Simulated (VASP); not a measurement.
# Al2Au (Fm-3m) in VASP: further runs

Al2Au is run at these levels: r2SCAN; tasks: single point, relaxation of cell and atoms.

All numbers are computed with VASP 6.6.1; they aren't measurements. Logs are shortened: lines on timing, memory, paths and dates and some standing lists are left out, and cuts for length are marked.

### 1 The cell of the first run

Symmetry: Fm-3m, No. 225, cubic system. The conventional cell has a = 6.010 Å, b = 6.010 Å, c = 6.010 Å, α = 90.00°, β = 90.00°, γ = 90.00°. Within 3.4 Å of Al (site symmetry -43m) lie 4 Au at 2.60 Å and 6 Al at 3.01 Å. Within 3.4 Å of Au (site symmetry m-3m) lie 8 Al at 2.60 Å.

### 2 Single point, r2SCAN

The input, POSCAR:

```
Al2Au
1.0
    0.0000000000      3.0050700803      3.0050700803
    3.0050700803      0.0000000000      3.0050700803
    3.0050700803      3.0050700803      0.0000000000
Al Au
2 1
Direct
    0.2500000000      0.2500000000      0.2500000000
    0.7500000000      0.7500000000      0.7500000000
    0.0000000000      0.0000000000      0.0000000000
```

The input, INCAR.step1:

```
SYSTEM = Al2Au
PREC = Accurate ; ENCUT = 520
ISMEAR = 0 ; SIGMA = 0.1
LREAL = .FALSE. ; LASPH = .TRUE.
NELM = 80 ; NBANDS = 16
GGA = PE ; ALGO = Normal
EDIFF = 1E-4 ; LWAVE = .TRUE.
LCHARG = .FALSE.
```

The input, INCAR.step2:

```
SYSTEM = Al2Au
PREC = Accurate ; ENCUT = 520
EDIFF = 1E-6 ; ISMEAR = 0
SIGMA = 0.1 ; LREAL = .FALSE.
LASPH = .TRUE. ; NELM = 80
ALGO = Normal ; ISIF = 2
LWAVE = .FALSE. ; LCHARG = .FALSE.
METAGGA = R2SCAN ; LMIXTAU = .TRUE.
NBANDS = 16 ; ISTART = 1
```

The input, KPOINTS:

```
Automatic mesh
0
G
  12 12 12
  0 0 0
```

Potentials or basis: VASP PAW PBE potentials, release 64 (Al, Au).

The run is started by

```console
cat potpaw_PBE.64/Al/POTCAR potpaw_PBE.64/Au/POTCAR > POTCAR
cp INCAR.step1 INCAR
mpirun -np 1 vasp_std > vasp.out
cp INCAR.step2 INCAR
mpirun -np 1 vasp_std > vasp.out
```

OUTCAR:

```text
SYSTEM = Al2Au
   PREC = Accurate
   ENCUT = 520
   EDIFF = 1E-6
   ISMEAR = 0
   LREAL = .FALSE.
   LASPH = .TRUE.
   NELM = 80
   ISIF = 2
   METAGGA = R2SCAN
   ISTART = 1

 ion  position               nearest neighbor table
   1  0.250  0.250  0.250-   3 2.60   3 2.60   3 2.60   3 2.60   2 3.01   2 3.01   2 3.01   2 3.01
                             2 3.01   2 3.01
   2  0.750  0.750  0.750-   3 2.60   3 2.60   3 2.60   3 2.60   1 3.01   1 3.01   1 3.01   1 3.01
                             1 3.01   1 3.01
   3  0.000  0.000  0.000-   1 2.60   2 2.60   2 2.60   2 2.60   2 2.60   1 2.60   1 2.60   1 2.60

  LATTYP: Found a face centered cubic cell.
 ALAT       =     6.0101401606

  Lattice vectors:

 A1 = (   0.0000000000,   3.0050700803,   3.0050700803)
 A2 = (   3.0050700803,   0.0000000000,   3.0050700803)
 A3 = (   3.0050700803,   3.0050700803,   0.0000000000)

Analysis of symmetry for initial positions (statically):
[... 33 lines left out ...]
                                     Primitive cell

  volume of cell :      54.2742

  direct lattice vectors                    reciprocal lattice vectors
     0.000000000  3.005070080  3.005070080    -0.166385471  0.166385471  0.166385471
     3.005070080  0.000000000  3.005070080     0.166385471 -0.166385471  0.166385471
     3.005070080  3.005070080  0.000000000     0.166385471  0.166385471 -0.166385471

  length of vectors
     4.249810863  4.249810863  4.249810863     0.288188089  0.288188089  0.288188089

  position of ions in fractional coordinates (direct lattice)
     0.250000000  0.250000000  0.250000000
     0.750000000  0.750000000  0.750000000
     0.000000000  0.000000000  0.000000000

  ion indices of the primitive-cell ions
   primitive index   ion index
                 1           1
                 2           2
                 3           3

----------------------------------------------------------------------------------------

 KPOINTS: Automatic mesh

Automatic generation of k-mesh.
 Grid dimensions read from file:
 generate k-points for:   12   12   12

 Generating k-lattice:

  Cartesian coordinates                     Fractional coordinates (reciprocal lattice)
    -0.013865456  0.013865456  0.013865456     0.083333333  0.000000000  0.000000000
     0.013865456 -0.013865456  0.013865456     0.000000000  0.083333333  0.000000000
     0.013865456  0.013865456 -0.013865456     0.000000000  0.000000000  0.083333333

  Length of vectors
     0.024015674  0.024015674  0.024015674

  Shift w.r.t. Gamma in fractional coordinates (k-lattice)
     0.000000000  0.000000000  0.000000000

 Subroutine IBZKPT returns following result:
 ===========================================

 Found     72 irreducible k-points:

 Following reciprocal coordinates:
            Coordinates               Weight
  0.000000  0.000000  0.000000      1.000000
  0.083333  0.000000  0.000000      8.000000
  0.166667  0.000000  0.000000      8.000000
  0.250000  0.000000  0.000000      8.000000
  0.333333  0.000000  0.000000      8.000000
  0.416667  0.000000  0.000000      8.000000
[... 16 lines left out ...]
  0.500000  0.166667  0.000000     24.000000
 -0.416667  0.166667  0.000000     24.000000
 [... further k-points ...]
   k-points           NKPTS =     72   k-points in BZ     NKDIM =     72   number of bands    NBANDS=     16
   number of dos      NEDOS =    301   number of ions     NIONS =      3
   total plane-waves  NPLWV =  32768
   dimension x,y,z NGX =    32 NGY =   32 NGZ =   32
   dimension x,y,z NGXF=    64 NGYF=   64 NGZF=   64
   ions per type =               2   1
   NGX,Y,Z   is equivalent  to a cutoff of  12.52, 12.52, 12.52 a.u.
   NGXF,Y,Z  is equivalent  to a cutoff of  25.04, 25.04, 25.04 a.u.
 SYSTEM =  Al2Au
   PREC   = accura    normal or accurate (medium, high low for compatibility)
   ISTART =      1    job   : 0-new  1-cont  2-samecut
   ICHARG =      0    charge: 1-file 2-atom 10-const
   ISPIN  =      1    spin polarized calculation?
   LNONCOLLINEAR =      F non collinear calculations
   LSORBIT =      F    spin-orbit coupling
   LASPH  =      T    aspherical Exc in radial PAW
   ENCUT  =  520.0 eV  38.22 Ry    6.18 a.u.   7.90  7.90  7.90*2*pi/ulx,y,z
   NELM   =     80;   NELMIN=  2; NELMDL=  0     # of ELM steps
   EDIFF  = 0.1E-05   stopping-criterion for ELM
   LREAL  =      F    real-space projection
   EDIFFG = 0.1E-04   stopping-criterion for IOM
   NSW    =      0    number of steps for IOM
   IBRION =     -1    ionic relax: 0-MD 1-quasi-New 2-CG
   NFREE  =      0    steps in history (QN), initial steepest desc. (CG)
   ISIF   =      2    stress and relaxation
   ISYM   =      2    0-nonsym 1-usesym 2-fastsym
   POTIM  = 0.5000    time-step for ionic-motion
   TEBEG  =    0.0;   TEEND  =   0.0 temperature during run
   PSTRESS=    0.0 pullay stress
   NELECT =      17.0000    total number of electrons
   NUPDOWN=      -1.0000    fix difference up-down
   EMIN   =  10.00;   EMAX   =-10.00  energy-range for DOS
   EFERMI =   0.00;   METHOD = LEGACY
   ISMEAR =     0;   SIGMA  =   0.10  broadening in eV -4-tet -1-fermi 0-gaus
   EFERMI_NEDOS =   21; number of points for ismear=-14 and -15
   IALGO  =     38    algorithm
   IMIX   =      4    mixing-type and parameters
     AMIX     =   0.40;   BMIX     =  1.00
     AMIX_MAG =   1.60;   BMIX_MAG =  1.00
  volume/ion in A,a.u.               =      18.09       122.09
  Fermi-wavevector in a.u.,A,eV,Ry     =   1.111800  2.100997 16.818141  1.236098
  Thomas-Fermi vector in A             =   2.248367
   LORBIT       =      0    0 simple, 1 ext, 2 COOP (PROOUT), +10 PAW based schemes
   METAGGA = R2SCAN    functional components
   LHFCALC =     F    Hartree Fock is set to
   AEXX    =    0.0000 exact exchange contribution
   IVDW    =     0    specifies the selected vdW correction
   LEPSILON=     F    determine dielectric tensor
   LRPA    =     F    only Hartree local field effects (RPA)
 non-spin polarized calculation
 Gauss-broadening in eV      SIGMA  =   0.10
  energy-cutoff  :      520.00
  volume of cell :       54.27
 maximum number of plane-waves:      1477
   NGX = 15   NGY = 15   NGZ = 15

 number of electron      17.0000001 magnetization

 Free energy of the ion-electron system (eV)
  ---------------------------------------------------
  ext. energy  EPLUGINS =         0.00000000
  ---------------------------------------------------
  free energy    TOTEN  =       -65.54503395 eV

  energy without entropy =      -65.54035931  energy(sigma->0) =      -65.54269663

 E-fermi :   7.6647     XC(G=0): -11.2481

 val. band max:        7.6136304370   @ k =   0.5000   0.1667   0.0833
 cond. band min:       7.6920486542   @ k =   0.2500   0.1667   0.0833
 fundamental gap:      0.0784182172
 Fermi energy:         7.6646675385

 k-point     1 :       0.0000    0.0000    0.0000
  band No.  band energies     occupation
      1      -3.4063      2.00000
      2       0.7392      2.00000
      3       0.7392      2.00000
      4       0.7392      2.00000
      5       1.7363      2.00000
      6       1.7363      2.00000
[... 8 lines left out ...]
     15      13.9175      0.00000
     16      13.9175      0.00000

 k-point     2 :       0.0833    0.0000    0.0000
  band No.  band energies     occupation
      1      -3.3104      2.00000
      2       0.7100      2.00000
      3       0.7641      2.00000
      4       0.7641      2.00000
      5       1.7313      2.00000
      6       1.7313      2.00000
[... 8 lines left out ...]
     15      13.6262      0.00000
     16      13.7336      0.00000

 k-point     3 :       0.1667    0.0000    0.0000
  band No.  band energies     occupation
      1      -3.0278      2.00000
      2       0.6366      2.00000
      3       0.8287      2.00000
      4       0.8287      2.00000
      5       1.7247      2.00000
      6       1.7247      2.00000
[... 8 lines left out ...]
     15      13.5210      0.00000
     16      13.8312      0.00000

 k-point     4 :       0.2500    0.0000    0.0000
  band No.  band energies     occupation
      1      -2.5786      2.00000
      2       0.5585      2.00000
      3       0.9055      2.00000
      4       0.9055      2.00000
      5       1.7378      2.00000
      6       1.7378      2.00000
[... 8 lines left out ...]
     15      14.3629      0.00000
     16      14.6912      0.00000

 k-point     5 :       0.3333    0.0000    0.0000
  band No.  band energies     occupation
      1      -2.0169      2.00000
      2       0.5408      2.00000
      3       0.9627      2.00000
      4       0.9627      2.00000
      5       1.7850      2.00000
      6       1.7850      2.00000
[... 8 lines left out ...]
     15      15.4344      0.00000
     16      15.7749      0.00000

 k-point     6 :       0.4167    0.0000    0.0000
  band No.  band energies     occupation
      1      -1.4867      2.00000
      2       0.6899      2.00000
      3       0.9891      2.00000
      4       0.9891      2.00000
      5       1.8457      2.00000
      6       1.8457      2.00000
[... 8 lines left out ...]
     15      16.4725      0.00000
     16      17.0761      0.00000

 k-point     7 :       0.5000    0.0000    0.0000
  band No.  band energies     occupation
      1      -1.2567      2.00000
      2       0.9468      2.00000
      3       0.9955      2.00000
      4       0.9955      2.00000
      5       1.8740      2.00000
      6       1.8740      2.00000
[... 8 lines left out ...]
     15      17.0033      0.00000
     16      18.1970      0.00000

 k-point     8 :       0.0833    0.0833    0.0000
  band No.  band energies     occupation
      1      -3.2781      2.00000
      2       0.6885      2.00000
      3       0.7791      2.00000
      4       0.7791      2.00000
      5       1.7002      2.00000
      6       1.7573      2.00000
[... 8 lines left out ...]
     15      14.0645      0.00000
     16      14.0645      0.00000

 k-point     9 :       0.1667    0.0833    0.0000
  band No.  band energies     occupation
      1      -3.0565      2.00000
      2       0.6225      2.00000
      3       0.8353      2.00000
      4       0.8379      2.00000
      5       1.6654      2.00000
      6       1.7751      2.00000
[... 8 lines left out ...]
     15      14.0585      0.00000
     16      14.1867      0.00000
[... 172 lines left out ...]
 k-point    19 :       0.1667    0.1667    0.0000
  band No.  band energies     occupation
      1      -2.8960      2.00000
      2       0.5531      2.00000
      3       0.8966      2.00000
      4       0.8966      2.00000
      5       1.5999      2.00000
      6       1.8153      2.00000
[... 8 lines left out ...]
     15      14.7506      0.00000
     16      14.7506      0.00000

 k-point    20 :       0.2500    0.1667    0.0000
  band No.  band energies     occupation
      1      -2.5548      2.00000
      2       0.4671      2.00000
      3       0.9798      2.00000
      4       0.9820      2.00000
      5       1.5534      2.00000
      6       1.8505      2.00000
[... 8 lines left out ...]
     15      15.6688      0.00000
     16      15.7187      0.00000

 k-point    21 :       0.3333    0.1667    0.0000
  band No.  band energies     occupation
      1      -2.0590      2.00000
      2       0.3961      2.00000
      3       1.0423      2.00000
      4       1.0622      2.00000
      5       1.5811      2.00000
      6       1.8869      2.00000
[... 8 lines left out ...]
     15      16.6603      0.00000
     16      16.8076      0.00000

 k-point    22 :       0.4167    0.1667    0.0000
  band No.  band energies     occupation
      1      -1.4812      2.00000
      2       0.3918      2.00000
      3       1.0552      2.00000
      4       1.1143      2.00000
      5       1.7175      2.00000
      6       1.9119      2.00000
[... 8 lines left out ...]
     15      17.4478      0.00000
     16      17.9936      0.00000

 k-point    23 :       0.5000    0.1667    0.0000
  band No.  band energies     occupation
      1      -1.0167      2.00000
      2       0.5193      2.00000
      3       1.0780      2.00000
      4       1.1381      2.00000
      5       1.8923      2.00000
      6       1.8981      2.00000
[... 8 lines left out ...]
     15      17.3260      0.00000
     16      18.3484      0.00000

 k-point    24 :      -0.4167    0.1667    0.0000
  band No.  band energies     occupation
      1      -0.9465      2.00000
      2       0.5871      2.00000
      3       1.1283      2.00000
      4       1.1424      2.00000
      5       1.7962      2.00000
      6       1.8119      2.00000
[... 8 lines left out ...]
     15      16.3713      0.00000
     16      17.0642      0.00000

 [... further k-points ...]
[... 5 lines left out ...]
  --------------------------------------------------------------------------------------
  -------------------------------------------------------------------------------------
  Total       -0.1110225     -0.1110225     -0.1110225     -0.0000000     -0.0000000      0.0000000
  in kB       -3.2773888     -3.2773888     -3.2773888     -0.0000000     -0.0000000      0.0000000
  external PRESSURE =      -3.2773888 kB  Pullay stress =       0.0000000 kB

 VOLUME and BASIS-vectors are now :
 -----------------------------------------------------------------------------
  energy-cutoff  :      520.00
  volume of cell :       54.27
      direct lattice vectors                 reciprocal lattice vectors
     0.000000000  3.005070080  3.005070080    -0.166385471  0.166385471  0.166385471
     3.005070080  0.000000000  3.005070080     0.166385471 -0.166385471  0.166385471
     3.005070080  3.005070080  0.000000000     0.166385471  0.166385471 -0.166385471

 POSITION                                       TOTAL-FORCE (eV/Angst)
 -----------------------------------------------------------------------------------
      1.50254      1.50254      1.50254         0.000000     -0.000000     -0.000000
      4.50761      4.50761      4.50761        -0.000000      0.000000      0.000000
      0.00000      0.00000      0.00000         0.000000     -0.000000     -0.000000
 -----------------------------------------------------------------------------------
    total drift:                                0.000000     -0.000000      0.000000

  FREE ENERGIE OF THE ION-ELECTRON SYSTEM (eV)
  ---------------------------------------------------
  free  energy   TOTEN  =       -65.5450339504 eV

  energy  without entropy=      -65.5403593129  energy(sigma->0) =      -65.54269663
```

Run time: 2.9 min. Hardware: 1 thread of Intel Xeon Platinum 8488C (Sapphire Rapids), shared host; peak memory 0.22 GiB.

What came out:

- Free energy: -65.5450 eV
- Pressure: -0.3 GPa

Levels at points of the mesh, in eV from the Fermi level:
| k point | band 6 | band 7 | band 8 | band 9 | band 10 | band 11 | band 12 | band 13 |
| --- | --- | --- | --- | --- | --- | --- | --- | --- |
| (0.00, 0.00, 0.00) | -5.93 | 2.85 | 3.04 | 3.04 | 3.04 | 4.15 | 4.15 | 4.15 |
| (0.50, 0.00, 0.00) | -5.79 | -5.73 | 0.33 | 0.33 | 3.79 | 4.02 | 4.08 | 4.08 |
| (0.50, 0.50, 0.00) | -5.60 | -5.30 | -2.25 | -2.25 | 1.54 | 2.36 | 8.00 | 10.59 |

Caveat: the PAW data sets were made with another functional, which shifts forces and pressure a little; spin-orbit coupling is left out, which moves the levels of the heavy elements.

### 3 Single point, r2SCAN

This run uses another cell than the first one: it holds 6 atoms, not 3.

The input, POSCAR:

```
Al2Au
1.0
    3.0050700803      3.0050700803      0.0000000000
   -3.0050700803      3.0050700803      0.0000000000
    0.0000000000      0.0000000000      6.0101401606
Al Au
4 2
Direct
    0.0000000000      0.5000000000      0.7500000000
    0.5000000000      0.0000000000      0.7500000000
    0.5000000000      0.0000000000      0.2500000000
    0.0000000000      0.5000000000      0.2500000000
    0.0000000000      0.0000000000      0.0000000000
    0.5000000000      0.5000000000      0.5000000000
```

The input, INCAR.step1:

```
SYSTEM = Al2Au
PREC     = Accurate       ! precision mode
ENCUT    = 520            ! plane-wave cutoff, eV
ISMEAR   = 0              ! smearing method
SIGMA    = 0.1            ! smearing width, eV
LREAL    = .FALSE.        ! projectors in reciprocal space
LASPH    = .TRUE.         ! aspherical terms in the spheres
NELM     = 80             ! most SCF steps
NBANDS   = 26             ! bands
GGA      = PE             ! functional
ALGO     = Normal         ! electronic algorithm
EDIFF    = 1E-4           ! SCF threshold, eV
LWAVE    = .TRUE.         ! write WAVECAR
LCHARG   = .FALSE.        ! write CHGCAR
```

The input, INCAR.step2:

```
SYSTEM = Al2Au
PREC     = Accurate       ! precision mode
ENCUT    = 520            ! plane-wave cutoff, eV
EDIFF    = 1E-6           ! SCF threshold, eV
ISMEAR   = 0              ! smearing method
SIGMA    = 0.1            ! smearing width, eV
LREAL    = .FALSE.        ! projectors in reciprocal space
LASPH    = .TRUE.         ! aspherical terms in the spheres
NELM     = 80             ! most SCF steps
ALGO     = Normal         ! electronic algorithm
ISIF     = 2              ! what is computed and relaxed
LWAVE    = .FALSE.        ! write WAVECAR
LCHARG   = .FALSE.        ! write CHGCAR
METAGGA  = R2SCAN         ! meta-GGA
LMIXTAU  = .TRUE.       
NBANDS   = 26             ! bands
ISTART   = 1
```

The input, KPOINTS:

```
Automatic mesh
0
G
  8 8 6
  0 0 0
```

Potentials or basis: VASP PAW PBE potentials, release 64 (Al, Au).

The run is started by

```console
cat potpaw_PBE.64/Al/POTCAR potpaw_PBE.64/Au/POTCAR > POTCAR
cp INCAR.step1 INCAR
mpirun -np 1 vasp_std > vasp.out
cp INCAR.step2 INCAR
mpirun -np 1 vasp_std > vasp.out
```

It took 7 min on 1 thread of Intel Xeon Platinum 8488C (Sapphire Rapids), shared host; peak memory 0.31 GiB.

The run converged. Its results:

| Item | Value |
| --- | --- |
| Free energy | -131.1141 eV |
| Pressure | -0.3 GPa |
| Band gap on the k mesh | zero (band 17 reaches 10.03 eV, above the bottom of band 18 at 5.37 eV) |

Levels at points of the mesh, in eV from the Fermi level:
```csv
k point,band 13,band 14,band 15,band 16,band 17,band 18,band 19,band 20,band 21,band 22
"(0.00, 0.00, 0.00)",-5.36,-2.31,-2.31,1.48,2.30,2.79,2.98,2.98,2.98,4.09
"(0.50, 0.00, 0.00)",-3.52,-3.52,-2.78,-2.78,0.31,0.31,2.93,2.93,4.90,4.90
"(0.50, 0.50, 0.00)",-5.36,-5.36,-2.31,-2.31,-2.31,-2.31,1.48,1.48,2.30,2.30
"(0.00, 0.00, 0.50)",-1.10,-1.10,-0.51,-0.51,-0.51,-0.51,1.79,1.79,3.13,3.13
"(0.50, 0.00, 0.50)",-5.79,-5.79,0.27,0.27,0.27,0.27,3.74,3.74,3.96,3.96
"(0.50, 0.50, 0.50)",-4.26,-4.26,-4.26,-4.26,-2.35,-2.35,4.41,4.41,4.41,4.41
```

Caveat: the PAW data sets were made with another functional, which shifts forces and pressure a little; spin-orbit coupling is left out, which moves the levels of the heavy elements.

(Part 1 of 2 ends here.)
